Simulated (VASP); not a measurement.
# ZnSe (I-4m2) in VASP: further runs

The runs below take ZnSe through single point, with LDA.

Everything below comes from runs of VASP 6.6.1. Logs are shortened: lines on timing, memory, paths and dates and some standing lists are left out, and cuts for length are marked.

## Step 1: The cell of the first run

The structure is tetragonal, space group I-4m2 (No. 119). The conventional cell has a = 3.781 Å, b = 3.781 Å, c = 6.036 Å, α = 90.00°, β = 90.00°, γ = 90.00°. Within 3.2 Å of Zn (site symmetry -4m2) lie 4 Se at 2.42 Å. Within 3.2 Å of Se (site symmetry -4m2) lie 4 Zn at 2.42 Å.

## Step 2: Single point, LDA (21.57 Å³/atom)

Input file INCAR:

```
SYSTEM = ZnSe
PREC = Accurate ; ENCUT = 520
EDIFF = 1E-6 ; ISMEAR = 0
SIGMA = 0.05 ; LREAL = .False.
LASPH = .True. ; NELM = 60
ALGO = Normal ; ISIF = 2
LWAVE = .False. ; LCHARG = .False.
NBANDS = 16
```

Input file KPOINTS:

```
regular mesh
0
Gamma
  10 10 10
  0 0 0
```

Input file POSCAR:

```
ZnSe
1.0
    0.0000000000      3.0181278285      2.6732753131
    2.6732753131      0.0000000000      2.6732753131
    2.6732753131      3.0181278285      0.0000000000
Zn Se
1 1
Direct
    0.0000000000      0.0000000000      0.0000000000
    0.7500000000      0.7500000000      0.7500000000
```

Potentials or basis: VASP PAW LDA potentials, release 64 (Zn, Se).

On the command line:

```
> cat potpaw_LDA.64/Zn/POTCAR potpaw_LDA.64/Se/POTCAR > POTCAR
> mpirun -np 1 vasp_std > vasp.out
```

OUTCAR:

```text
SYSTEM = ZnSe
   PREC = Accurate
   ENCUT = 520
   EDIFF = 1E-6
   ISMEAR = 0
   LREAL = .False.
   LASPH = .True.
   NELM = 60
   ISIF = 2

 ion  position               nearest neighbor table
   1  0.000  0.000  0.000-   2 2.42   2 2.42   2 2.42   2 2.42
   2  0.750  0.750  0.750-   1 2.42   1 2.42   1 2.42   1 2.42

  LATTYP: Found a body centered tetragonal cell.
 ALAT       =     3.7805822037
 C/A-ratio  =     1.5966471119

  Lattice vectors:

 A1 = (   0.0000000000,  -3.0181278285,   2.6732753131)
 A2 = (   0.0000000000,  -3.0181278285,  -2.6732753131)
 A3 = (   2.6732753131,   3.0181278285,   0.0000000000)

Analysis of symmetry for initial positions (statically):
=====================================================================
 Subroutine PRICEL returns:
 Original cell was already a primitive cell.

 Routine SETGRP: Setting up the symmetry group for a
 body centered tetragonal supercell.

 Subroutine GETGRP returns: Found  8 space group operations
 (whereof  8 operations were pure point group operations)
 out of a pool of 16 trial point group operations.

The static configuration has the point symmetry D_2d.

Analysis of symmetry for dynamics (positions and initial velocities):
=====================================================================
 Subroutine PRICEL returns:
 Original cell was already a primitive cell.

 Routine SETGRP: Setting up the symmetry group for a
 body centered tetragonal supercell.

 Subroutine GETGRP returns: Found  8 space group operations
 (whereof  8 operations were pure point group operations)
 out of a pool of 16 trial point group operations.

The dynamic configuration has the point symmetry D_2d.

 Subroutine INISYM returns: Found  8 space group operations
 (whereof  8 operations are pure point group operations),
 and found     1 'primitive' translations

----------------------------------------------------------------------------------------

                                     Primitive cell

  volume of cell :      43.1375

  direct lattice vectors                    reciprocal lattice vectors
     0.000000000  3.018127828  2.673275313    -0.187036478  0.165665614  0.187036478
     2.673275313  0.000000000  2.673275313     0.187036478 -0.165665614  0.187036478
     2.673275313  3.018127828  0.000000000     0.187036478  0.165665614 -0.187036478

  length of vectors
     4.031810572  3.780582204  4.031810572     0.312106367  0.312106367  0.312106367

  position of ions in fractional coordinates (direct lattice)
     0.000000000  0.000000000  0.000000000
     0.750000000  0.750000000  0.750000000
[... 79 lines left out ...]
   EDIFFG = 0.1E-04   stopping-criterion for IOM
   NSW    =      0    number of steps for IOM
   IBRION =     -1    ionic relax: 0-MD 1-quasi-New 2-CG
   NFREE  =      0    steps in history (QN), initial steepest desc. (CG)
   ISIF   =      2    stress and relaxation
   ISYM   =      2    0-nonsym 1-usesym 2-fastsym
   POTIM  = 0.5000    time-step for ionic-motion
   TEBEG  =    0.0;   TEEND  =   0.0 temperature during run
   PSTRESS=    0.0 pullay stress
   NELECT =      18.0000    total number of electrons
   NUPDOWN=      -1.0000    fix difference up-down
   EMIN   =  10.00;   EMAX   =-10.00  energy-range for DOS
   EFERMI =   0.00;   METHOD = LEGACY
   ISMEAR =     0;   SIGMA  =   0.05  broadening in eV -4-tet -1-fermi 0-gaus
   EFERMI_NEDOS =   21; number of points for ismear=-14 and -15
   IALGO  =     38    algorithm
   IMIX   =      4    mixing-type and parameters
     AMIX     =   0.40;   BMIX     =  1.00
     AMIX_MAG =   1.60;   BMIX_MAG =  1.00
  volume/ion in A,a.u.               =      21.57       145.55
  Fermi-wavevector in a.u.,A,eV,Ry     =   1.223340  2.311778 20.361960  1.496562
  Thomas-Fermi vector in A             =   2.358455
   LORBIT       =      0    0 simple, 1 ext, 2 COOP (PROOUT), +10 PAW based schemes
   GGA     = CA    functional components
   LHFCALC =     F    Hartree Fock is set to
   AEXX    =    0.0000 exact exchange contribution
   IVDW    =     0    specifies the selected vdW correction
   LEPSILON=     F    determine dielectric tensor
   LRPA    =     F    only Hartree local field effects (RPA)
 non-spin polarized calculation
 Gauss-broadening in eV      SIGMA  =   0.05
  energy-cutoff  :      520.00
  volume of cell :       43.14
 maximum number of plane-waves:      1183
 NGX is ok and might be reduce to    30
   NGX = 15   NGY = 15   NGZ = 15

 number of electron      17.9999990 magnetization

 Free energy of the ion-electron system (eV)
  ---------------------------------------------------
  ext. energy  EPLUGINS =         0.00000000
  ---------------------------------------------------
  free energy    TOTEN  =        -7.31364071 eV

  energy without entropy =       -7.31364071  energy(sigma->0) =       -7.31364071

 E-fermi :   2.4698     XC(G=0):  -9.9497

 val. band max:        2.1713453606   @ k =   0.0000   0.0000   0.0000
 cond. band min:       3.2006043380   @ k =   0.0000   0.0000   0.0000
 fundamental gap:      1.0292589774
 Fermi energy:         2.4697547702

 k-point     1 :       0.0000    0.0000    0.0000
  band No.  band energies     occupation
      1     -11.6284      2.00000
      2      -4.9222      2.00000
      3      -4.8577      2.00000
      4      -4.8577      2.00000
      5      -4.5068      2.00000
      6      -4.4731      2.00000
[... 433 lines left out ...]
      3      -4.7472      2.00000
      4      -4.6426      2.00000
      5      -4.4751      2.00000
      6      -4.3990      2.00000
[... 8 lines left out ...]
     15      14.7719      0.00000
     16      16.8915      0.00000

 [... further k-points ...]

------------------------ aborting loop because EDIFF is reached ----------------------------------------

  FORCE on cell =-STRESS in cart. coord.  units (eV):
  Direction    XX          YY          ZZ          XY          YZ          ZX
  --------------------------------------------------------------------------------------
  -------------------------------------------------------------------------------------
  Total        0.5408615     -1.0233968      0.5408615      0.0000000     -0.0000000      0.0000000
  in kB       20.0882290    -38.0101553     20.0882290      0.0000000     -0.0000000      0.0000000
  external PRESSURE =       0.7221009 kB  Pullay stress =       0.0000000 kB

 VOLUME and BASIS-vectors are now :
 -----------------------------------------------------------------------------
  energy-cutoff  :      520.00
  volume of cell :       43.14
      direct lattice vectors                 reciprocal lattice vectors
     0.000000000  3.018127828  2.673275313    -0.187036478  0.165665614  0.187036478
     2.673275313  0.000000000  2.673275313     0.187036478 -0.165665614  0.187036478
     2.673275313  3.018127828  0.000000000     0.187036478  0.165665614 -0.187036478

 POSITION                                       TOTAL-FORCE (eV/Angst)
 -----------------------------------------------------------------------------------
      0.00000      0.00000      0.00000         0.000000     -0.000000     -0.000000
      4.00991      4.52719      4.00991        -0.000000      0.000000      0.000000
 -----------------------------------------------------------------------------------
    total drift:                                0.000007      0.000004      0.000007

  FREE ENERGIE OF THE ION-ELECTRON SYSTEM (eV)
  ---------------------------------------------------
  free  energy   TOTEN  =        -7.3136407063 eV

  energy  without entropy=       -7.3136407063  energy(sigma->0) =       -7.31364071
```

OSZICAR:

```text
N       E                     dE             d eps       ncg     rms          rms(c)
DAV:   1     0.871581996998E+02    0.87158E+02   -0.88094E+03  3264   0.131E+03
DAV:   2    -0.196044076098E+01   -0.89119E+02   -0.83323E+02  3688   0.257E+02
DAV:   3    -0.758874924258E+01   -0.56283E+01   -0.56051E+01  4016   0.629E+01
DAV:   4    -0.763459897140E+01   -0.45850E-01   -0.45846E-01  3968   0.603E+00
DAV:   5    -0.763481838215E+01   -0.21941E-03   -0.21941E-03  4248   0.380E-01    0.524E+00
DAV:   6    -0.734622241167E+01    0.28860E+00   -0.56859E-01  4632   0.257E+01    0.396E+00
DAV:   7    -0.731881213667E+01    0.27410E-01   -0.15815E-01  4024   0.387E+00    0.165E+00
DAV:   8    -0.731420602201E+01    0.46061E-02   -0.36553E-03  4976   0.836E-01    0.432E-01
DAV:   9    -0.731363097725E+01    0.57504E-03   -0.99076E-04  3872   0.262E-01    0.579E-02
DAV:  10    -0.731364938421E+01   -0.18407E-04   -0.13111E-04  4328   0.131E-01    0.183E-02
DAV:  11    -0.731364068254E+01    0.87017E-05   -0.17841E-05  4936   0.705E-02    0.461E-03
DAV:  12    -0.731364070628E+01   -0.23739E-07   -0.28063E-06  3760   0.123E-02
   1 F= -.73136407E+01 E0= -.73136407E+01  d E =-.191490E-19
```

stdout:

```text
POSCAR found type information on POSCAR ZnSe
 POSCAR found :  2 types and       2 ions
 scaLAPACK will be used
 LDA part: xc-table for (Slater(with rela. corr.)+CA(PZ))
 , standard interpolation
 POSCAR, INCAR and KPOINTS ok, starting setup
 FFT: planning ... GRIDC
 FFT: planning ... GRID_SOFT
 FFT: planning ... GRID
 WAVECAR not read
 entering main loop
```

It took 1.8 min on 1 thread of Intel Xeon 8259CL, shared host; peak memory 0.2 GiB.

What came out:

```yaml
Free_energy: -7.3136 eV
Pressure: 0.1 GPa
Band_gap_on_the_k_mesh: 1.03 eV
```

Caveat: the stress differs along the axes, from -4 to 2 GPa.

## Step 3: Single point, LDA (22.43 Å³/atom)

This run uses another cell than the first one, of 22.43 Å³/atom.

Input file INCAR:

```
SYSTEM = ZnSe
PREC = Accurate ; ENCUT = 520
EDIFF = 1E-7 ; ISMEAR = 0
SIGMA = 0.05 ; LREAL = .False.
LASPH = .True. ; NELM = 60
ALGO = Normal ; ISIF = 2
LWAVE = .False. ; LCHARG = .True.
LELF = .True. ; LVHAR = .True.
NBANDS = 16
```

KPOINTS is that of step 2.

Input file POSCAR:

```
ZnSe
1.0
    0.0000000000      3.1840531124      2.6542623478
    2.6542623478      0.0000000000      2.6542623478
    2.6542623478      3.1840531124      0.0000000000
Zn Se
1 1
Direct
    0.0000000000      0.0000000000      0.0000000000
    0.7500000000      0.7500000000      0.7500000000
```

Potentials or basis: VASP PAW LDA potentials, release 64 (Zn, Se).

On the command line:

```
> cat potpaw_LDA.64/Zn/POTCAR potpaw_LDA.64/Se/POTCAR > POTCAR
> mpirun -np 1 vasp_std > vasp.out
```

Run time: 91 s. Hardware: 1 thread of Intel Xeon 8259CL, shared host; peak memory 0.2 GiB.

It converged, with:

```yaml
Free_energy: -7.2134 eV
Pressure: -2.8 GPa
Band_gap_on_the_k_mesh: 0.64 eV
```

Stress tensor (GPa, compression positive):
```
 0.41  0.00  0.00
 0.00 -9.15  0.00
 0.00  0.00  0.41
```

Levels at points of the mesh, in eV from the valence-band top:
```
           k point  band 6  band 7  band 8  band 9  band 10  band 11  band 12  band 13
(0.00, 0.00, 0.00)   -6.64   -0.95    0.00    0.00     0.64     5.59     5.59     5.68
(0.50, 0.00, 0.00)   -6.51   -5.55   -1.75   -0.53     1.69     5.89     6.83     8.21
(0.50, 0.50, 0.00)   -6.41   -4.72   -2.90   -2.59     2.27     2.55     9.21    10.28
(0.50, 0.00, 0.50)   -6.62   -5.82   -1.77   -1.77     3.20     4.19     9.05    10.87
```

Caveat: the stress differs along the axes, from -9 to 0 GPa; semilocal functionals underestimate gaps, and a narrow one can read as zero.

## Step 4: Single point, LDA (22.43 Å³/atom)

This run uses another cell than the first one, of 22.43 Å³/atom.

Input file INCAR:

```
SYSTEM = ZnSe
PREC = Accurate
ENCUT = 520
EDIFF = 1E-6
ISMEAR = 0
SIGMA = 0.05
LREAL = .False.
LASPH = .True.
NELM = 80
ALGO = Normal
ISIF = 2
LWAVE = .False.
LCHARG = .False.
GGA = CA
NBANDS = 16
```

Input file KPOINTS:

```
Automatic mesh
0
Gamma
  10 10 10
  0 0 0
```

Input file POSCAR:

```
ZnSe
1.0
    0.0000000000      2.4980117071      2.9966551189
    2.9966551189      0.0000000000      2.9966551189
    2.9966551189      2.4980117071      0.0000000000
Zn Se
1 1
Direct
    0.0000000000      0.0000000000      0.0000000000
    0.7500000000      0.7500000000      0.7500000000
```

On the command line:

```
> cat potpaw_LDA.64/Zn/POTCAR potpaw_LDA.64/Se/POTCAR > POTCAR
> mpirun -np 1 vasp_std > vasp.out
```

Wall time 1.8 min (1 thread of Intel Xeon 8259CL, shared host); peak memory 0.2 GiB.

Results (log left out):

```
Free energy            : -7.2644 eV
Pressure               : -3.0 GPa
Band gap on the k mesh : 0.72 eV
```

Stress tensor (GPa, compression positive):
```
-4.67  0.00  0.00
 0.00  0.47  0.00
 0.00  0.00 -4.67
```

Levels at points of the mesh, in eV from the valence-band top:
```tsv
k point	band 7	band 8	band 9	band 10	band 11	band 12
(0.00, 0.00, 0.00)	-0.48	-0.48	0.00	0.72	5.56	5.67
(0.50, 0.00, 0.00)	-5.55	-1.62	-0.75	1.80	5.35	7.10
(0.50, 0.50, 0.00)	-5.44	-2.24	-1.93	2.83	3.73	9.45
(0.50, 0.00, 0.50)	-4.38	-3.11	-3.11	1.91	2.14	10.75
```

Caveat: the stress differs along the axes, from -5 to 0 GPa; semilocal functionals underestimate gaps, and a narrow one can read as zero.

## Step 5: Overview

```csv
cell,gap on the mesh (eV),pressure (GPa)
"a = 4.032, b = 3.781 Å, angles 62.0, 55.9, 62.0°, 2 atoms",1.03,0.1
"a = 4.145, b = 3.754 Å, angles 63.1, 53.8, 63.1°, 2 atoms",0.64,-2.8
"a = 3.901, b = 4.238 Å, angles 57.1, 65.8, 57.1°, 2 atoms",0.72,-3.0
```

Alike in all rows: task single point; level LDA; potentials or basis VASP PAW LDA potentials, release 64 (Zn, Se); no spin polarisation; k mesh 10 × 10 × 10; cutoff (eV) 520; smearing gaussian 0.05 eV.

Caveats: semilocal functionals underestimate gaps, and a narrow one can read as zero (at least some runs); the stress differs along the axes, from -4 to 2 GPa (at least some runs); the stress differs along the axes, from -9 to 0 GPa (at least some runs); the stress differs along the axes, from -5 to 0 GPa (at least some runs).

Absolute energies hang on the potentials; compare differences alone.
